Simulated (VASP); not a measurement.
A run of VASP 6.6.1:

The input INCAR:

```
PREC     = Accurate       # precision mode
ENCUT    = 520            # plane-wave cutoff, eV
EDIFF    = 1E-7           # SCF threshold, eV
ISMEAR   = -1             # smearing method
SIGMA    = 0.08           # smearing width, eV
LREAL    = False          # projectors in reciprocal space
LASPH    = True           # aspherical terms in the spheres
NELM     = 100            # most SCF steps
ALGO     = Normal         # electronic algorithm
ISIF     = 2              # what is computed and relaxed
LWAVE    = False          # write WAVECAR
LCHARG   = False          # write CHGCAR
GGA      = CA             # functional
NBANDS   = 18             # bands
```

Contents of KPOINTS:

```
regular mesh
0
Gamma
  9 9 9
```

POSCAR

```
Sb2Au
1.0
    0.0000000000      3.3945600000      3.3280000000
    3.3945600000      0.0000000000      3.3280000000
    3.3945600000      3.3945600000      0.0000000000
Sb Au
2 1
Direct
    0.2500000000      0.2500000000      0.2500000000
    0.7500000000      0.7500000000      0.7500000000
    0.0000000000      0.0000000000      0.0000000000
```

Potentials or basis: VASP PAW LDA potentials, release 64 (Sb, Au).

Run with:

```bash
$ cat potpaw_LDA.64/Sb/POTCAR potpaw_LDA.64/Au/POTCAR > POTCAR
$ mpirun -np 1 vasp_std > vasp.out
```

Hardware: 1 thread of Intel(R) Xeon(R) Platinum 8488C (Sapphire Rapids), on a shared host.

Problem. Estimate the wall time of this run.

Solution. Run time: 47 s on 1 thread of Intel(R) Xeon(R) Platinum 8488C (Sapphire Rapids), on a shared host, peak memory 0.24 GiB. Counts: scf iterations 14, k points 75.
